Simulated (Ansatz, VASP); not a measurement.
BeCd2Te3: VASP beside Ansatz

```xyz
6
Lattice="3.6827 0.0000 0.0000 0.0000 3.6827 0.0000 0.0000 0.0000 11.0103" Properties=species:S:1:pos:R:3 pbc="T T T"
Be    0.0000    0.0000    0.0000
Cd    0.0000    0.0000    3.6804
Cd    0.0000    0.0000    7.3299
Te    1.8414    1.8414    2.0231
Te    1.8414    1.8414    5.5051
Te    1.8414    1.8414    8.9872
```

Change from the starting cell: species swapped into the Al3Ni2Pt type (P4/mmm, No. 123).

Alike in both runs: task single point; functional PBE; k mesh 6 × 6 × 2; occupations gaussian, width 0.1 eV; no spin polarisation.

```csv
,VASP,Ansatz
version,VASP 6.6.1,Ansatz 0.2.0
potentials or method,"VASP PAW PBE potentials, release 64 (Be, Cd, Te), cutoff 600 eV","scalar-relativistic, plane waves, PAW"
valence electrons in the cell,44,90
```

|  | VASP | Ansatz | Ansatz less VASP |
| --- | --- | --- | --- |
| gap on the k mesh at the Fermi level (eV) | none | none | - |
| pressure (GPa) | 1.6 | 1.5 | -0.12 |
| traceless stress, the component that is largest in VASP (GPa) | -1.21 | -1.19 | +0.016 |
| rms of the force components (eV/Å) | 0.474 | 0.467 | -0.0061 |

Atom by atom the forces differ by 0.006 eV/Å (rms over components). A gap of «none» marks a metal or a gap that the smearing closes. The functional is the same, so the differences come from potentials, cutoffs and numerics. VASP's potentials hold 44 valence electrons a cell and Ansatz's 90, so a difference there can come from the potentials and not from the codes.

Spin-orbit coupling is off throughout.
